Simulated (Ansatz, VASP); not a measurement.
Two plane-wave programs on TlSbO2

```xyz
8
Lattice="-2.5299 2.5299 5.4311 2.5299 -2.5299 5.4311 2.5299 2.5299 -5.4311" Properties=species:S:1:pos:R:3 pbc="T T T"
Tl    0.0000    2.5299    2.7155
Tl    0.0000    0.0000    0.0000
O     0.0000    2.5299   -0.4887
O     0.0000    0.0000    7.6579
O     2.5299    0.0000    0.4887
O     0.0000    0.0000    3.2043
Sb    2.5299    0.0000    2.7155
Sb    0.0000    0.0000    5.4311
```

Alike in both runs: task single point; functional PBE; k mesh 8 × 8 × 8; occupations fermi-dirac, width 0.02 eV; non-collinear spin, spin-orbit coupling.

|  | VASP | Ansatz |
| --- | --- | --- |
| version | VASP 6.6.1 | Ansatz 0.2.0 |
| potentials or method | VASP PAW PBE potentials, release 64 (Tl_d, O, Sb) | plane waves, PAW |
| plane-wave cutoff (eV) | 600 | 420 |
| valence electrons in the cell | 60 | 80 |

VASP gave:

| Quantity | Value |
| --- | --- |
| pressure (GPa) | 2.0 |
| rms of the force components (eV/Å) | 0.071 |

Estimate Ansatz's values.

pressure (GPa): 2.4; rms of the force components (eV/Å): 0.083.

With one functional, cell and mesh, what is left measures potentials, basis and numerics. VASP's potentials hold 60 valence electrons a cell and Ansatz's 80, so a difference there can come from the potentials and not from the codes.
